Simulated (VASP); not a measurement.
The system is BeS.

```
Be S
1.0
     0.00000    2.56625    2.56625
     2.56625    0.00000    2.56625
     2.56625    2.56625    0.00000
Be S
1 1
Direct
  0.00000 0.00000 0.00000
  0.25000 0.25000 0.25000
```

This cell differs from its parent crystal: strain +5.4%.

Base run:

| Property | Result |
| --- | --- |
| Program | VASP 6.6.1 |
| Functional | HSE06 |
| Potentials or basis | VASP PAW PBE potentials, release 64 (Be, S) |
| Cutoff | 520 eV |
| k mesh | 6 × 6 × 6 |
| Occupations | gaussian, width 0.01 eV |
| Spin | no spin polarisation |

Its results: band gap on the k mesh 4.37 eV, indirect (least direct gap 5.64 eV); pressure -12.2 GPa.

Question: The run is repeated on the same cell with these changes: functional from HSE06 to PBE; further incar settings from ALGO = Normal; EDIFF = 1e-06; NBANDS = 11 to ALGO = Normal; EDIFF = 1e-07; NBANDS = 11. What comes out?

Answer: Band gap on the k mesh 3.42 eV, indirect (least direct gap 4.54 eV); pressure -10.6 GPa.

Caveats: the PAW data sets were made with another functional, which shifts forces and pressure a little (some runs).

A k mesh can miss the band edges.
